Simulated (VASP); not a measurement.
AgI: relaxation of cell and atoms with r2SCAN

Crystal: AgI.

```
Ag I
1.0
     3.28866    3.28866    0.00000
    -3.28866    3.28866    0.00000
     0.00000    3.28866    3.28866
Ag I
1 1
Direct
  0.00000 0.00000 0.00000
  0.75000 0.25000 0.50000
```

```yaml
Program: VASP 6.6.1
Task: relaxation of cell and atoms
Functional: r2SCAN
Potentials_or_basis: VASP PAW PBE potentials, release 64 (Ag, I)
Cutoff: 550 eV
k_mesh: 6 × 6 × 6
Occupations: gaussian, width 0.01 eV
Spin: no spin polarisation
Target_pressure: -2 GPa
Dipole_correction: no
Further_INCAR_settings: ALGO = Normal; EDIFF = 1e-07; IBRION = 2; EDIFFG = -0.002; NSW = 100; ISIF = 3
```

- Relaxed volume: 38.59 Å³/atom
- Relaxed cell: a = 4.779 Å, b = 4.779 Å, c = 4.779 Å, α = 60.00°, β = 60.00°, γ = 90.00°
- Space group after relaxing (to 0.05 Å): F-43m (No. 216)
- Energy change on relaxing (the enthalpy is what falls): +21.6 meV/atom
- Ionic steps: 4
- Pressure after relaxing: -2.0 GPa
- Band gap on the k mesh: 1.80 eV, direct

The path:
| step | energy change (eV) | largest force (eV/Å) | pressure (GPa) | volume (Å³) |
| --- | --- | --- | --- | --- |
| 1 | 0.0000 | 0.0000 | -0.11 | 71.14 |
| 2 | 0.0247 | 0.0000 | -1.58 | 75.54 |
| 3 | 0.0457 | 0.0000 | -2.05 | 77.38 |
| 4 | 0.0431 | 0.0000 | -2.00 | 77.18 |

Final structure:
```
CELL_PARAMETERS angstrom
3.37932 3.37932 0.00000
-3.37932 3.37932 0.00000
0.00000 3.37932 3.37932
ATOMIC_POSITIONS crystal
Ag 0.00000 0.00000 0.00000
I 0.75000 0.25000 0.50000
```

Levels at points of the mesh, in eV from the valence-band top:
| k point | band 7 | band 8 | band 9 | band 10 | band 11 | band 12 |
| --- | --- | --- | --- | --- | --- | --- |
| (0.00, 0.00, 0.00) | 0.00 | 0.00 | 0.00 | 1.80 | 6.44 | 6.44 |
| (0.50, 0.00, 0.00) | -2.52 | -0.58 | -0.58 | 3.26 | 6.82 | 6.82 |
| (0.50, 0.50, 0.00) | -2.18 | -1.45 | -1.45 | 4.20 | 4.25 | 8.58 |

It took 2.4 min on 1 thread of Intel(R) Xeon(R) 6975P-C (Granite Rapids) (shared host), peak memory 0.23 GiB.

Caveat: the cell is relaxed towards a set pressure, so the enthalpy falls and the energy may rise; the PAW data sets were made with another functional, which shifts forces and pressure a little; spin-orbit coupling is left out, which moves the levels of the heavy elements. r2SCAN opens gaps a little over a GGA but as a rule still falls short of measured ones.
